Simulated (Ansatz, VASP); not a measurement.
# One calculation of Ca, two programs

INCAR

```
  PREC = Accurate
  ENCUT = 520
  EDIFF = 1E-6
  ISMEAR = 0
  SIGMA = 0.15
  LREAL = False
  LASPH = True
  NELM = 100
  ALGO = Fast
  ISIF = 2
  LWAVE = False
  LCHARG = True
  GGA = CA
  LELF = True
  LVHAR = True
  NBANDS = 11
```

KPOINTS

```
regular mesh
0
Gamma
  16 16 16
```

POSCAR

```
Ca
1.0
    0.0000000000      2.9497452678      2.5072834777
    2.9497452678      0.0000000000      2.5072834777
    2.9497452678      2.9497452678      0.0000000000
Ca
1
Direct
    0.0000000000      0.0000000000      0.0000000000
```

Input for Ansatz:

```yaml
crystal:
  lattice:
    - [0.0, 2.9497452678, 2.5072834777]
    - [2.9497452678, 0.0, 2.5072834777]
    - [2.9497452678, 2.9497452678, 0.0]
  atoms:
    - { symbol: Ca, position: [0.0, 0.0, 0.0] }
basis:
  ecutwfc: 420
kpoints:
  mp_grid: { grid: [16, 16, 16] }
hamiltonian:
  xc: lda
scf:
  occupations: { method: gaussian, width: 0.15 }
output:
  forces: true
  stress: true
  eigenvalues: true
```

Alike in both runs: task single point; functional LDA; k mesh 16 × 16 × 16; occupations gaussian, width 0.15 eV; no spin polarisation.

|  | VASP | Ansatz |
| --- | --- | --- |
| version | VASP 6.6.1 | Ansatz 0.2.0 |
| potentials or method | VASP PAW LDA potentials, release 64 (Ca_sv), cutoff 520 eV | scalar-relativistic, plane waves, PAW |
| valence electrons in the cell | 10 | 10 |

|  | VASP | Ansatz | Ansatz less VASP |
| --- | --- | --- | --- |
| gap on the k mesh at the Fermi level (eV) | none | none | - |
| pressure (GPa) | -2.1 | -2.1 | -0.01 |
| traceless stress, the component that is largest in VASP (GPa) | 0.24 | 0.24 | +0.002 |

LDA's correlation is that of Perdew and Zunger in VASP and of Perdew and Wang (1992) in Ansatz. A gap of «none» marks a metal or a gap that the smearing closes.
